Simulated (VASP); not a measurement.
Here is a VASP 6.6.1 calculation.

The input INCAR:

```
PREC = Accurate ; ENCUT = 500
EDIFF = 1E-6 ; ISMEAR = 0
SIGMA = 0.2 ; LREAL = False
LASPH = True ; NELM = 200
ALGO = Normal ; ISIF = 2
LWAVE = False ; LCHARG = True
GGA = PE ; LELF = True
LVHAR = True ; NBANDS = 36
GGA_COMPAT = False ; LMAXMIX = 6
```

Contents of KPOINTS:

```
regular mesh
0
Gamma
  4 4 4
```

File POSCAR:

```
PrHRh3
1.0
    2.9466973623     -2.9467238888      0.0000000000
    2.9466973623      2.9467238888      0.0000000000
    0.0000000000      0.0000000000      4.1675678193
Pr H Rh
1 1 3
Direct
    0.5000000000      0.5000000000      0.5000000000
    0.0000000000      0.0000000000      0.0000000000
    0.0000000000      0.0000000000      0.5000000000
    0.5000000000      0.0000000000      0.0000000000
    0.0000000000      0.5000000000      0.0000000000
```

Potentials or basis: VASP PAW PBE potentials, release 64 (Pr_3, H, Rh_pv), 4f in core.

The run is started by

```bash
$ cat potpaw_PBE.64/Pr_3/POTCAR potpaw_PBE.64/H/POTCAR potpaw_PBE.64/Rh_pv/POTCAR > POTCAR
$ mpirun -np 1 vasp_std > vasp.out
```

(1) Predict the pressure.

(2) Estimate the band gap on the k mesh.

## Answers

(1) -0.1 GPa.

(2) zero (an odd number of electrons rules out a gap without spin polarisation).

Caveat: the k points lie up to 0.38 Å⁻¹ apart, too coarse for converged energies and pressures of a metal; spin-orbit coupling is left out, which moves the levels of the heavy elements; the 4f electrons are frozen in the core, so they carry no moment and show no levels.
